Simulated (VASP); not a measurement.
Au:

```
Au
1.0
     2.66388    0.00000    0.00000
    -1.33194    2.30698    0.00000
     0.00000    0.00000    2.61616
Au
1
Direct
  0.00000 0.00000 0.00000
```

Base run:

* Program: VASP 6.6.1
* Functional: LDA
* Potentials or basis: VASP PAW LDA potentials, release 64 (Au)
* Cutoff: 520 eV
* k mesh: 16 × 16 × 15
* Occupations: fermi-dirac, width 0.1 eV
* Spin: no spin polarisation

Its results: pressure 23.7 GPa.

Task: The run is repeated on the same cell with these changes: potentials or basis from VASP PAW LDA potentials, release 64 (Au) to VASP PAW LDA potentials, release 64 (Au_sv_GW); cutoff from 520 eV to 500 eV; further incar settings from ALGO = Normal; EDIFF = 1e-06; NBANDS = 12 to ALGO = Normal; EDIFF = 1e-06; NBANDS = 16; valence electrons from 11 to 19. What comes out?

Result: Pressure 22.2 GPa.
